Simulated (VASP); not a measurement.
Here is a VASP 6.6.1 calculation.

INCAR

```
SYSTEM = Mg3BeS
PREC     = Accurate       ! precision mode
ENCUT    = 520            ! plane-wave cutoff, eV
EDIFF    = 1E-6           ! SCF threshold, eV
ISMEAR   = 0              ! smearing method
SIGMA    = 0.1            ! smearing width, eV
LREAL    = .False.        ! projectors in reciprocal space
LASPH    = .True.         ! aspherical terms in the spheres
NELM     = 60             ! most SCF steps
ALGO     = Normal         ! electronic algorithm
ISIF     = 2              ! what is computed and relaxed
LWAVE    = .False.        ! write WAVECAR
LCHARG   = .False.        ! write CHGCAR
GGA      = PE             ! functional
NBANDS   = 15             ! bands
```

Contents of KPOINTS:

```
Automatic mesh
0
Gamma
  4 4 4
  0 0 0
```

File POSCAR:

```
Mg3BeS
1.0
    3.9221466800      0.0000000000      0.0000000000
    0.0000000000      3.9221466800      0.0000000000
    0.0000000000      0.0000000000      5.0470628800
Mg Be S
3 1 1
Direct
    0.0000000000      0.5000000000      0.5147183500
    0.5000000000      0.5000000000      0.1158523300
    0.5000000000      0.0000000000      0.5147183500
    0.5000000000      0.5000000000      0.7044957900
    0.0000000000      0.0000000000      0.9921142500
```

Potentials or basis: VASP PAW PBE potentials, release 64 (Mg, Be, S).

The run is started by

```console
$ cat potpaw_PBE.64/Mg/POTCAR potpaw_PBE.64/Be/POTCAR potpaw_PBE.64/S/POTCAR > POTCAR
$ mpirun -np 1 vasp_std > vasp.out
```

(1) Estimate the largest force.

(2) What does it give for the band gap on the k mesh?

## Answers

(1) 1.308 eV/Å.

(2) zero (band 7 reaches 6.16 eV, above the bottom of band 8 at 2.48 eV).

Caveat: the k points lie up to 0.40 Å⁻¹ apart; forces of over 1 eV/Å act on the atoms, so gaps and moduli don't describe the material at rest.
